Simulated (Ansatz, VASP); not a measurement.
## WAuO4: VASP beside Ansatz

```
Au W O
1.0
     4.82510    0.00000    0.00000
     0.75159    5.94108    0.00000
    -0.21317   -0.11660    5.00126
Au W O
2 2 8
Cartesian
  2.8415 3.9060 1.1813
  2.5220 1.9184 3.8200
  0.1543 1.0056 1.3353
  5.2092 4.8189 3.6659
  1.3755 2.0640 2.0860
  3.9881 3.7605 2.9152
  1.6492 5.1593 2.1625
  3.7144 0.6652 2.8387
  3.7886 2.2815 0.4781
  1.5749 3.5430 4.5231
  4.4535 5.3624 0.2561
  0.9100 0.4621 4.7452
```

Alike in both runs: task single point; functional r2SCAN; k mesh 4 × 3 × 4; no spin polarisation.

|  | VASP | Ansatz |
| --- | --- | --- |
| version | VASP 6.6.1 | Ansatz 0.2.0 |
| potentials or method | VASP PAW PBE potentials, release 64 (Au, W_sv, O), cutoff 520 eV | PAW plane waves |
| occupations | methfessel-paxton of order 1, width 0.0326 eV | cold, width 0.0326 eV |
| valence electrons in the cell | 98 | 114 |

|  | VASP | Ansatz | Ansatz less VASP |
| --- | --- | --- | --- |
| pressure (GPa) | 6.8 | 4.7 | -2.10 |
| traceless stress, the component that is largest in VASP (GPa) | 3.36 | 2.89 | -0.478 |
| rms of the force components (eV/Å) | 1.596 | 1.638 | +0.0415 |

VASP's potentials were made for PBE, not for r2SCAN. Atom by atom the forces differ by 0.143 eV/Å (rms over components). VASP's potentials hold 98 valence electrons a cell and Ansatz's 114, so a difference there can come from the potentials and not from the codes.

Neither program's run includes spin-orbit coupling.
